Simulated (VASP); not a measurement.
Write the native input for VASP 6.6.1 that does the following.

| Quantity | Value |
| --- | --- |
| Task | single point |
| Functional | PBE |
| Potentials or basis | VASP PAW PBE potentials, release 64 (Ag, Cl) |
| Cutoff | 520 eV |
| k mesh | 5 × 5 × 5 |
| Occupations | gaussian, width 0.01 eV |
| Spin | no spin polarisation |
| Dipole correction | no |
| Further INCAR settings | ALGO = Normal; EDIFF = 1e-06; NBANDS = 16 |

The structure of AgCl lies in POSCAR:

```
AgCl
1.0
    3.5122958399      0.0000000000      0.0000000000
    0.0000000000      3.5122958399      0.0000000000
    0.0000000000      0.0000000000      3.5122958399
Ag Cl
1 1
Direct
    0.0000000000      0.0000000000      0.0000000000
    0.5000000000      0.5000000000      0.5000000000
```

The input as run:

INCAR

```
PREC = Accurate
ENCUT = 520
EDIFF = 1E-6
ISMEAR = 0
SIGMA = 0.01
LREAL = False
LASPH = True
NELM = 80
ALGO = Normal
ISIF = 2
LWAVE = False
LCHARG = True
GGA = PE
LELF = True
LVHAR = True
NBANDS = 16
```

KPOINTS

```
regular mesh
0
Gamma
  5 5 5
```

Potentials or basis: VASP PAW PBE potentials, release 64 (Ag, Cl).

The run is started by

```bash
$ cat potpaw_PBE.64/Ag/POTCAR potpaw_PBE.64/Cl/POTCAR > POTCAR
$ mpirun -np 1 vasp_std > vasp.out
```

It gave:

* Pressure: -2.8 GPa
* Band gap on the k mesh: 0.65 eV, indirect (least direct gap 1.85 eV)

It took 5.4 s on 1 thread of Intel(R) Xeon(R) Platinum 8488C (Sapphire Rapids), with other jobs on the host, peak memory 0.15 GiB.
